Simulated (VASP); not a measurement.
Set up this calculation in VASP 6.6.1, as the native input.

```
Task                   : single point
Functional             : RPBE
Potentials or basis    : VASP PAW PBE potentials, release 64 (Pt)
Cutoff                 : 520 eV
k mesh                 : 9 × 9 × 9
Occupations            : fermi-dirac, width 0.02 eV
Spin                   : non-collinear spin, zero start, spin-orbit coupling
Starting moments       : [[0.0, 0.0, 0.0]] μB
Dipole correction      : no
Further INCAR settings : ALGO = Normal; EDIFF = 1e-06; NBANDS = 21
```

The structure of Pt lies in POSCAR:

```
Pt
1.0
    0.0000000000      1.9609000000      1.9609000000
    1.9609000000      0.0000000000      1.9609000000
    1.9609000000      1.9609000000      0.0000000000
Pt
1
Direct
    0.0000000000      0.0000000000      0.0000000000
```

One way to write it, as run:

INCAR

```
SYSTEM = Pt
  PREC = Accurate
  ENCUT = 520
  EDIFF = 1E-6
  ISMEAR = -1
  SIGMA = 0.02
  LREAL = .FALSE.
  LASPH = .TRUE.
  NELM = 150
  ALGO = Normal
  ISIF = 2
  LWAVE = .FALSE.
  LCHARG = .FALSE.
  MAGMOM = 0 0 0
  LORBIT = 11
  LSORBIT = .TRUE.
  GGA_COMPAT = .FALSE.
  LORBMOM = .TRUE.
  LMAXMIX = 4
  GGA = RP
  NBANDS = 21
```

KPOINTS

```
Automatic mesh
0
G
  9 9 9
  0 0 0
```

Potentials or basis: VASP PAW PBE potentials, release 64 (Pt).

Run with:

```bash
$ cat potpaw_PBE.64/Pt/POTCAR > POTCAR
$ mpirun -np 1 vasp_ncl > vasp.out
```

It gave:

The pressure is 13.8 GPa, the net moment is 0.00 μB per cell and the valence electrons inside the program's atomic spheres are Pt 9.30.

Caveat: the PAW data sets were made with another functional, which shifts forces and pressure a little.

It took 21 s on 1 thread of Intel Xeon 6975P-C (shared host), peak memory 0.2 GiB.
